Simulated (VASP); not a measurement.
Input of a VASP 6.6.1 run:

Contents of INCAR:

```
SYSTEM = SnAs
PREC = Accurate
ENCUT = 600
EDIFF = 1E-6
ISMEAR = -1
SIGMA = 0.05
LREAL = .False.
LASPH = .True.
NELM = 100
ALGO = Normal
ISIF = 3
LWAVE = .False.
LCHARG = .False.
GGA = PS
IBRION = 2
NSW = 100
EDIFFG = -0.002
PSTRESS = 10.0
```

File KPOINTS:

```
regular mesh
0
Gamma
  14 14 14
  0 0 0
```

Contents of POSCAR:

```
SnAs
1.0
    0.0000000000      2.8568505622      2.8568505622
    2.8568505622      0.0000000000      2.8568505622
    2.8568505622      2.8568505622      0.0000000000
Sn As
1 1
Direct
    0.0000000000      0.0000000000      0.0000000000
    0.5000000000      0.5000000000      0.5000000000
```

Potentials or basis: VASP PAW PBE potentials, release 64 (Sn_d, As).

Run with:

```sh
$ cat potpaw_PBE.64/Sn_d/POTCAR potpaw_PBE.64/As/POTCAR > POTCAR
$ mpirun -np 1 vasp_std > vasp.out
```

(1) Predict the space group after relaxing (to 0.05 Å).

(2) Estimate the relaxed volume.

(3) Estimate the relaxed cell.

## Answers

(1) Fm-3m (No. 225).

(2) 23.04 Å³/atom.

(3) a = 4.024 Å, b = 4.024 Å, c = 4.024 Å, α = 60.00°, β = 60.00°, γ = 60.00°.

Caveat: the cell is relaxed towards a set pressure, so the enthalpy falls and the energy may rise; the PAW data sets were made with another functional, which shifts forces and pressure a little.
